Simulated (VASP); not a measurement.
Input of a VASP 6.6.1 run:

The input INCAR:

```
PREC = Accurate ; ENCUT = 700
EDIFF = 1E-6 ; ISMEAR = 0
SIGMA = 0.1 ; LREAL = False
LASPH = True ; NELM = 120
ALGO = Normal ; ISIF = 2
LWAVE = False ; LCHARG = False
GGA = PE ; NBANDS = 19
GGA_COMPAT = False
```

Contents of KPOINTS:

```
Automatic mesh
0
Gamma
  20 20 18
```

File POSCAR:

```
NiO
1.0
    2.6878338147      0.0000000000      0.0000000000
    0.0000000000      2.6878338147      0.0000000000
    0.0000000000      0.0000000000      3.2395908856
Ni O
1 1
Direct
    0.0000000000      0.0000000000      0.5000000000
    0.5000000000      0.5000000000      0.5000000000
```

Potentials or basis: VASP PAW PBE potentials, release 64 (Ni_sv_GW, O).

Command:

```console
$ cat potpaw_PBE.64/Ni_sv_GW/POTCAR potpaw_PBE.64/O/POTCAR > POTCAR
$ mpirun -np 1 vasp_std > vasp.out
```

Task: Predict the band gap on the k mesh.

Result: Zero (bands 12 and 13 overlap by 1.43 eV).

Task: Estimate the pressure.

Result: -0.3 GPa.

Stress tensor (GPa, compression positive):
```
-0.14  0.00  0.00
 0.00 -0.14  0.00
 0.00  0.00 -0.49
```

Caveat: the run has no spin polarisation, though such a crystal can be magnetic; semilocal functionals often make such compounds metallic where correlation or magnetic order opens a gap, which also shifts bond lengths. With open d or f shells a metallic result of PBE can be an artefact of self-interaction; +U or a hybrid may open a gap.
